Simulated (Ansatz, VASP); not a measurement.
# Two plane-wave programs on PIr

Contents of POSCAR:

```
PIr
1.0
    0.0000000000      2.4532666756      2.4532666756
    2.4532666756      0.0000000000      2.4532666756
    2.4532666756      2.4532666756      0.0000000000
Ir P
1 1
Direct
    0.5000000000      0.5000000000      0.5000000000
    0.0000000000      0.0000000000      0.0000000000
```

The input INCAR.step1:

```
ALGO = Normal ; EDIFF = 1E-4
ENCUT = 520 ; GGA = PE
ISMEAR = 0 ; LASPH = True
LCHARG = False ; LREAL = False
LWAVE = True ; NBANDS = 14
NELM = 80 ; PREC = Accurate
SIGMA = 0.05
```

Contents of INCAR.step2:

```
ALGO = Normal ; EDIFF = 1E-7
ENCUT = 520 ; ISIF = 2
ISMEAR = 0 ; ISTART = 1
LASPH = True ; LCHARG = True
LELF = True ; LMIXTAU = True
LREAL = False ; LVHAR = True
LWAVE = False ; METAGGA = R2SCAN
NBANDS = 14 ; NELM = 80
PREC = Accurate ; SIGMA = 0.05
```

Contents of KPOINTS:

```
k-points
0
Gamma
  12 12 12
```

Input for Ansatz:

```yaml
crystal:
  lattice:
    - [0.0, 2.4532666756, 2.4532666756]
    - [2.4532666756, 0.0, 2.4532666756]
    - [2.4532666756, 2.4532666756, 0.0]
  atoms:
    - { symbol: Ir, position: [0.5, 0.5, 0.5] }
    - { symbol: P, position: [0.0, 0.0, 0.0] }
basis:
  ecutwfc: 500
  ecutrho_ratio: 4
kpoints:
  mp_grid: { grid: [12, 12, 12] }
hamiltonian:
  xc: r2scan
scf:
  occupations: { method: gaussian, width: 0.05 }
output:
  forces: true
  stress: true
  eigenvalues: true
```

Alike in both runs: task single point; functional r2SCAN; k mesh 12 × 12 × 12; occupations gaussian, width 0.05 eV; no spin polarisation.

```csv
,VASP,Ansatz
version,VASP 6.6.1,Ansatz 0.2.0
potentials or method,"VASP PAW PBE potentials, release 64 (Ir, P), cutoff 520 eV","scalar-relativistic, plane waves, PAW"
valence electrons in the cell,14,22
```

Ansatz gave:

| Item | Value |
| --- | --- |
| gap on the k mesh at the Fermi level (eV) | none |
| pressure (GPa) | 0.0 |

Task: Which values does VASP return?

Result: gap on the k mesh at the Fermi level (eV): none; pressure (GPa): 1.0.

VASP's potentials were made for PBE, not for r2SCAN. A gap of «none» marks a metal or a gap that the smearing closes. The functional is the same, so the differences come from potentials, cutoffs and numerics. VASP's potentials hold 14 valence electrons a cell and Ansatz's 22, so a difference there can come from the potentials and not from the codes.

Spin-orbit coupling is off throughout.
